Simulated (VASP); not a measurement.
Here is a VASP 6.6.1 calculation.

The input INCAR:

```
SYSTEM = Cu5Si3
PREC = Accurate
ENCUT = 520
EDIFF = 1E-7
ISMEAR = -1
SIGMA = 0.1853
LREAL = Auto
LASPH = .TRUE.
NELM = 100
ALGO = Normal
ISIF = 2
LWAVE = .FALSE.
LCHARG = .FALSE.
GGA = PE
ISYM = 0
NBANDS = 81
```

Contents of KPOINTS:

```
Automatic mesh
0
Gamma
  1 1 1
  0.25 0.25 0.25
```

The input POSCAR:

```
Cu5Si3
1.0
    6.0333080000     -0.0687010000      0.0339860000
   -0.0687010000      6.3113540000     -0.0708020000
    0.0339860000     -0.0708020000      5.9927160000
Cu Si
10 6
Direct
    0.4974637303      0.2843276522      0.4903987047
    0.7133140999      0.6230448863      0.4311522740
    0.6338772139      0.1482557115     -0.0421982537
    0.7492815643      0.9367949536      0.6592212735
    0.0332170213      0.2147866621      0.6178584821
    0.5268190371      0.5397588373      0.7806291060
    0.3674018465      0.9309983080      0.6968167727
    0.4548734621      0.4288006938      0.1505425282
    0.1562749815      0.7084402669      0.1035855572
    0.3595769688     -0.0115566001      0.3190857345
    0.0503369287      0.6758737326      0.6884012960
    0.5673623205      0.7625410500      0.0716384784
    0.8824837582      0.4824365527     -0.0119297528
    0.0701470548      0.1280598166     -0.0266565488
    0.3321202340      0.6402390546      0.4249219832
    0.8365386830      1.2016014388      0.2793706862
```

Potentials or basis: VASP PAW PBE potentials, release 64 (Cu, Si).

Launch:

```console
$ cat potpaw_PBE.64/Cu/POTCAR potpaw_PBE.64/Si/POTCAR > POTCAR
$ mpirun -np 1 vasp_std > vasp.out
```

Predict the band gap on the k mesh.

1.04 eV.

What does it give for the pressure?

4.9 GPa.

Predict the largest force.

2.185 eV/Å.

Stress tensor (GPa, compression positive):
```
 2.45  0.99 -2.96
 0.99  3.11  3.11
-2.96  3.11  9.28
```

Caveat: the k points lie up to 1.05 Å⁻¹ apart.
